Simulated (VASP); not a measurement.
A run of VASP 6.6.1:

File INCAR:

```
SYSTEM = Bi
ALGO     = Normal         ! electronic algorithm
EDIFF    = 1E-7           ! SCF threshold, eV
ENCUT    = 520            ! plane-wave cutoff, eV
GGA      = PE             ! functional
ISIF     = 2              ! what is computed and relaxed
ISMEAR   = -1             ! smearing method
LASPH    = .TRUE.         ! aspherical terms in the spheres
LCHARG   = .TRUE.         ! write CHGCAR
LELF     = .TRUE.         ! ELF
LREAL    = .FALSE.        ! projectors in reciprocal space
LVHAR    = .TRUE.       
LWAVE    = .FALSE.        ! write WAVECAR
NBANDS   = 22             ! bands
NELM     = 60             ! most SCF steps
PREC     = Accurate       ! precision mode
SIGMA    = 0.08           ! smearing width, eV
```

Contents of KPOINTS:

```
k-points
0
G
  14 14 14
  0 0 0
```

The input POSCAR:

```
Bi
1.0
   -2.9337224556      2.9337224556      1.5482007525
    2.9337224556     -2.9337224556      1.5482007525
    2.9337224556      2.9337224556     -1.5482007525
Bi
2
Direct
   -0.3750000000     -0.1250000000     -0.2500000000
    0.3750000000      0.1250000000      0.2500000000
```

Potentials or basis: VASP PAW PBE potentials, release 64 (Bi_d).

The run is started by

```console
$ cat potpaw_PBE.64/Bi_d/POTCAR > POTCAR
$ mpirun -np 1 vasp_std > vasp.out
```

Hardware: 1 thread of Intel(R) Xeon(R) 6975P-C (Granite Rapids), on a shared host.

Question: How long does it take, and how much memory?

Answer: Run time: 2.2 min on 1 thread of Intel(R) Xeon(R) 6975P-C (Granite Rapids) (shared host), peak memory 0.36 GiB. Counts: scf iterations 13, k points 244.
